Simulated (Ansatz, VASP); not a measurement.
## Two plane-wave programs on Pt

```xyz
1
Lattice="-1.5853 1.5853 1.5853 1.5853 -1.5853 1.5853 1.5853 1.5853 -1.5853" Properties=species:S:1:pos:R:3 pbc="T T T"
Pt    0.0000    0.0000    0.0000
```

Alike in both runs: task relaxation of cell and atoms; functional PBE; k mesh 18 × 18 × 18; occupations gaussian, width 0.1 eV; no spin polarisation.

|  | VASP | Ansatz |
| --- | --- | --- |
| version | VASP 6.6.1 | Ansatz 0.2.0 |
| potentials or method | VASP PAW PBE potentials, release 64 (Pt), cutoff 500 eV | scalar-relativistic, plane waves, PAW |
| valence electrons in the cell | 10 | 18 |

Ansatz gave:

```
gap on the k mesh at the Fermi level, each at its own relaxed structure (eV) : none
relaxed volume (Å³/atom)                                                     : 15.82
relaxed cell length with the largest relative difference (Å)                 : 2.739
```

Problem. What did VASP give for the same quantities?

Solution. gap on the k mesh at the Fermi level, each at its own relaxed structure (eV): none; relaxed volume (Å³/atom): 15.79; relaxed cell length with the largest relative difference (Å): 2.737.

A gap of «none» marks a metal or a gap that the smearing closes. VASP's potentials hold 10 valence electrons a cell and Ansatz's 18, so a difference there can come from the potentials and not from the codes.

Neither program's run includes spin-orbit coupling.
